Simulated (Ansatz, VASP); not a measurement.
AgBr in VASP and in Ansatz

INCAR

```
SYSTEM = AgBr
ALGO     = Normal         ! electronic algorithm
EDIFF    = 1E-6           ! SCF threshold, eV
ENCUT    = 500            ! plane-wave cutoff, eV
GGA      = PS             ! functional
GGA_COMPAT= .False.      
ISIF     = 2              ! what is computed and relaxed
ISMEAR   = 0              ! smearing method
LASPH    = .True.         ! aspherical terms in the spheres
LCHARG   = .False.        ! write CHGCAR
LREAL    = .False.        ! projectors in reciprocal space
LWAVE    = .False.        ! write WAVECAR
NBANDS   = 26             ! bands
NELM     = 120            ! most SCF steps
PREC     = Accurate       ! precision mode
SIGMA    = 0.01           ! smearing width, eV
```

KPOINTS

```
k-points
0
Gamma
  4 4 4
  0 0 0
```

File POSCAR:

```
AgBr
1.0
    4.0921161929      0.0000000000      0.0414619150
    0.0000000000      4.0919047222      0.0000000000
   -0.0576709946      0.0000000000      5.7835260858
Ag Br
2 2
Direct
    0.7499714111      0.7500000000      0.7499778864
    0.2500285889      0.2500000000      0.2500221136
    0.2499844905      0.2500000000      0.7500035537
    0.7500155095      0.7500000000      0.2499964463
```

Input for Ansatz:

```yaml
crystal:
  lattice:
    - [4.0921161929, 0.0, 0.041461915]
    - [0.0, 4.0919047222, 0.0]
    - [-0.0576709946, 0.0, 5.7835260858]
  atoms:
    - { symbol: Ag, position: [0.7499714111, 0.75, 0.7499778864] }
    - { symbol: Ag, position: [0.2500285889, 0.25, 0.2500221136] }
    - { symbol: Br, position: [0.2499844905, 0.25, 0.7500035537] }
    - { symbol: Br, position: [0.7500155095, 0.75, 0.2499964463] }
kpoints:
  mp_grid: { grid: [4, 4, 4] }
hamiltonian:
  xc: pbesol
scf:
  occupations: { method: fixed }
  n_extra_bands: 0
output:
  forces: true
  stress: true
  eigenvalues: true
```

Alike in both runs: task single point; functional PBEsol; k mesh 4 × 4 × 4; no spin polarisation.

```csv
,VASP,Ansatz
version,VASP 6.6.1,Ansatz 0.2.0
potentials or method,"VASP PAW PBE potentials, release 64 (Ag, Br)",plane waves
plane-wave cutoff (eV),500,420
occupations,"gaussian, width 0.01 eV",fixed
valence electrons in the cell,36,52
```

```csv
,VASP,Ansatz,Ansatz less VASP
gap on the k mesh at the Fermi level (eV),0.51,0.51,0.000
pressure (GPa),-2.5,-2.5,+0.03
"traceless stress, the component that is largest in VASP (GPa)",-0.18,-0.18,+0.001
```

VASP's potentials were made for PBE, not for PBEsol. VASP's potentials hold 36 valence electrons a cell and Ansatz's 52, so a difference there can come from the potentials and not from the codes.
